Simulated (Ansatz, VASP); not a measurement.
**Two plane-wave programs on AlN**

Contents of INCAR:

```
PREC = Accurate ; ENCUT = 520
EDIFF = 1E-6 ; ISMEAR = 0
SIGMA = 0.05 ; LREAL = Auto
LASPH = True ; NELM = 100
ALGO = Normal ; ISIF = 2
LWAVE = False ; LCHARG = False
GGA = PE ; NBANDS = 46
```

The input KPOINTS:

```
Automatic mesh
0
Gamma
  4 8 3
```

The input POSCAR:

```
AlN
1.0
   -1.5651197814     -2.7108669814      5.0179796556
    1.5651197814     -2.7108669814      0.0000000000
    7.8255989072      0.5421733963      7.0251715178
Al N
8 8
Direct
    0.6287169997      0.9598894362      0.0981155127
    0.5787169997      0.1598894362      0.8481155127
    0.2787169997      0.3598894362      0.3481155127
   -0.0712830003      0.7598894362      0.5981155127
    0.8370503330      0.1265561029      0.3064488460
    0.1870503330      0.7265561029      0.0564488460
    0.4870503330      0.5265561029      0.5564488460
    0.1370503330     -0.0734438971      0.8064488460
    0.8767196670      0.7309638971      0.1935011540
   -0.1732803330     -0.0690361029      0.9435011540
    0.5267196670      0.1309638971      0.4435011540
    0.1767196670      0.5309638971      0.6935011540
    0.0850530003     -0.1023694362      0.4018344873
    0.4350530003      0.4976305638      0.1518344873
    0.7350530003      0.2976305638      0.6518344873
    0.3850530003     -0.3023694362      0.9018344873
```

Input for Ansatz:

```yaml
crystal:
  lattice:
    - [-1.5651197814, -2.7108669814, 5.0179796556]
    - [1.5651197814, -2.7108669814, 0.0]
    - [7.8255989072, 0.5421733963, 7.0251715178]
  atoms:
    - { symbol: Al, position: [0.6287169997, 0.9598894362, 0.0981155127] }
    - { symbol: Al, position: [0.5787169997, 0.1598894362, 0.8481155127] }
    - { symbol: Al, position: [0.2787169997, 0.3598894362, 0.3481155127] }
    - { symbol: Al, position: [-0.0712830003, 0.7598894362, 0.5981155127] }
    - { symbol: Al, position: [0.837050333, 0.1265561029, 0.306448846] }
    - { symbol: Al, position: [0.187050333, 0.7265561029, 0.056448846] }
    - { symbol: Al, position: [0.487050333, 0.5265561029, 0.556448846] }
    - { symbol: Al, position: [0.137050333, -0.0734438971, 0.806448846] }
    - { symbol: "N", position: [0.876719667, 0.7309638971, 0.193501154] }
    - { symbol: "N", position: [-0.173280333, -0.0690361029, 0.943501154] }
    - { symbol: "N", position: [0.526719667, 0.1309638971, 0.443501154] }
    - { symbol: "N", position: [0.176719667, 0.5309638971, 0.693501154] }
    - { symbol: "N", position: [0.0850530003, -0.1023694362, 0.4018344873] }
    - { symbol: "N", position: [0.4350530003, 0.4976305638, 0.1518344873] }
    - { symbol: "N", position: [0.7350530003, 0.2976305638, 0.6518344873] }
    - { symbol: "N", position: [0.3850530003, -0.3023694362, 0.9018344873] }
basis:
  ecutwfc: 420
kpoints:
  mp_grid: { grid: [4, 8, 3] }
hamiltonian:
  xc: pbe
scf:
  occupations: { method: gaussian, width: 0.05 }
output:
  forces: true
  stress: true
  eigenvalues: true
```

Alike in both runs: task single point; functional PBE; k mesh 4 × 8 × 3; occupations gaussian, width 0.05 eV; no spin polarisation.

|  | VASP | Ansatz |
| --- | --- | --- |
| version | VASP 6.6.1 | Ansatz 0.2.0 |
| potentials or method | VASP PAW PBE potentials, release 64 (Al, N), cutoff 520 eV | scalar-relativistic, plane waves, PAW |
| valence electrons in the cell | 64 | 64 |

|  | VASP | Ansatz | Ansatz less VASP |
| --- | --- | --- | --- |
| gap on the k mesh at the Fermi level (eV) | 0.29 | 0.29 | +0.005 |
| least direct gap on the mesh (eV) | 0.34 | 0.35 | +0.004 |
| pressure (GPa) | 6.7 | 6.9 | +0.20 |
| traceless stress, the component that is largest in VASP (GPa) | 10.05 | 10.01 | -0.044 |
| rms of the force components (eV/Å) | 1.594 | 1.584 | -0.0109 |

Atom by atom the forces differ by 0.014 eV/Å (rms over components).
